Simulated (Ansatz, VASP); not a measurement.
**One calculation of P, two programs**

The input POSCAR:

```
P
1.0
    3.4700000000      0.0000000000      0.0000000000
   -1.7350000000      3.0051081511      0.0000000000
    0.0000000000      0.0000000000     28.0000000000
P
2
Direct
    0.3333333333      0.6666666667      0.5327678571
    0.6666666667      0.3333333333      0.4672321429
```

Contents of INCAR.step1:

```
SYSTEM = P
PREC = Accurate
ENCUT = 520
ISMEAR = 0
SIGMA = 0.02
LREAL = .False.
LASPH = .True.
NELM = 100
LDIPOL = .True.
IDIPOL = 3
DIPOL = 0.5 0.5 0.500
NBANDS = 12
GGA = PE
ALGO = Normal
EDIFF = 1E-4
LWAVE = .True.
LCHARG = .False.
```

File INCAR.step2:

```
SYSTEM = P
PREC = Accurate
ENCUT = 520
EDIFF = 1E-6
ISMEAR = 0
SIGMA = 0.02
LREAL = .False.
LASPH = .True.
NELM = 100
ALGO = Normal
ISIF = 2
LWAVE = .False.
LCHARG = .False.
LDIPOL = .True.
IDIPOL = 3
DIPOL = 0.5 0.5 0.500
METAGGA = R2SCAN
LMIXTAU = .True.
NBANDS = 12
ISTART = 1
```

File KPOINTS:

```
regular mesh
0
Gamma
  9 9 1
  0 0 0
```

Input for Ansatz:

```yaml
crystal:
  lattice:
    - [3.47, 0.0, 0.0]
    - [-1.735, 3.0051081511, 0.0]
    - [0.0, 0.0, 28.0]
  atoms:
    - { symbol: P, position: [0.3333333333, 0.6666666667, 0.5327678571] }
    - { symbol: P, position: [0.6666666667, 0.3333333333, 0.4672321429] }
  periodic: [true, true, false]
basis:
  ecutwfc: 500
kpoints:
  mp_grid: { grid: [9, 9, 1] }
hamiltonian:
  xc: r2scan
scf:
  occupations: { method: gaussian, width: 0.02 }
output:
  forces: true
  stress: true
  eigenvalues: true
```

Alike in both runs: task single point; functional r2SCAN; k mesh 9 × 9 × 1; occupations gaussian, width 0.02 eV; no spin polarisation.

|  | VASP | Ansatz |
| --- | --- | --- |
| version | VASP 6.6.1 | Ansatz 0.2.0 |
| potentials or method | VASP PAW PBE potentials, release 64 (P), cutoff 520 eV | scalar-relativistic, plane waves, PAW |
| valence electrons in the cell | 10 | 10 |

|  | VASP | Ansatz | Ansatz less VASP |
| --- | --- | --- | --- |
| gap on the k mesh at the Fermi level (eV) | none | none | - |
| rms of the force components (eV/Å) | 3.027 | 3.040 | +0.0127 |

VASP's potentials were made for PBE, not for r2SCAN. Atom by atom the forces differ by 0.013 eV/Å (rms over components). A gap of «none» marks a metal or a gap that the smearing closes.
